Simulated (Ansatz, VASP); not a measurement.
# Two plane-wave programs on Hg

File INCAR:

```
  ALGO = Normal
  EDIFF = 1E-7
  EDIFFG = -0.01
  ENCUT = 500
  GGA = PE
  GGA_COMPAT = F
  IBRION = 2
  ISIF = 3
  ISMEAR = -1
  LASPH = T
  LCHARG = F
  LREAL = F
  LWAVE = F
  NELM = 120
  NELMIN = 4
  NSW = 80
  PREC = Accurate
  SIGMA = 0.1
```

KPOINTS

```
k-points
0
Gamma
  11 11 3
```

The input POSCAR:

```
Hg
1.0
    3.1954827370      0.0000000000      0.0000000000
   -1.5977413685      2.7673692276      0.0000000000
    0.0000000000      0.0000000000     10.4364466190
Hg
4
Direct
    0.0000000000      0.0000000000      0.0000000000
    0.0000000000      0.0000000000      0.5000000000
    0.3333333333      0.6666666667      0.2500000000
    0.6666666667      0.3333333333      0.7500000000
```

Input for Ansatz:

```yaml
crystal:
  lattice:
    - [3.195482737, 0.0, 0.0]
    - [-1.5977413685, 2.7673692276, 0.0]
    - [0.0, 0.0, 10.436446619]
  atoms:
    - { symbol: Hg, position: [0.0, 0.0, 0.0] }
    - { symbol: Hg, position: [0.0, 0.0, 0.5] }
    - { symbol: Hg, position: [0.3333333333, 0.6666666667, 0.25] }
    - { symbol: Hg, position: [0.6666666667, 0.3333333333, 0.75] }
hamiltonian:
  xc: pbe
  pseudopotentials:
    kind: paw
    azcp:
      Hg: "pseudopotentials/Hg.paw.azcp"
basis:
  ecutwfc: 420
  fft_grid_basis: typed
kpoints:
  mp_grid: { grid: [11, 11, 3], shift: [0, 0, 0] }
magnetization:
  spin_polarized: false
scf:
  occupations: { method: fermi_dirac, width: 0.1 }
relax:
  max_steps: 60
  f_tol: 0.01
  cell: {}
```

Alike in both runs: task relaxation of cell and atoms; functional PBE; k mesh 11 × 11 × 3; occupations fermi-dirac, width 0.1 eV; no spin polarisation.

|  | VASP | Ansatz |
| --- | --- | --- |
| version | VASP 6.6.1 | Ansatz 0.2.0 |
| potentials or method | VASP PAW PBE potentials, release 64 (Hg), cutoff 500 eV | plane waves (420 eV) with PAW, scalar-relativistic |
| valence electrons in the cell | 48 | 80 |

Ansatz gave:

| Item | Value |
| --- | --- |
| relaxed volume (Å³/atom) | 31.13 |
| relaxed cell length with the largest relative difference (Å) | 11.301 |

Problem. Estimate VASP's values.

Solution. Relaxed volume (Å³/atom): 31.33; relaxed cell length with the largest relative difference (Å): 11.350.

VASP's potentials hold 48 valence electrons a cell and Ansatz's 80, so a difference there can come from the potentials and not from the codes.

Neither program's run includes spin-orbit coupling. Noted on VASP's run: the volume moved by over 15 % at a fixed basis, so the end points are rough.
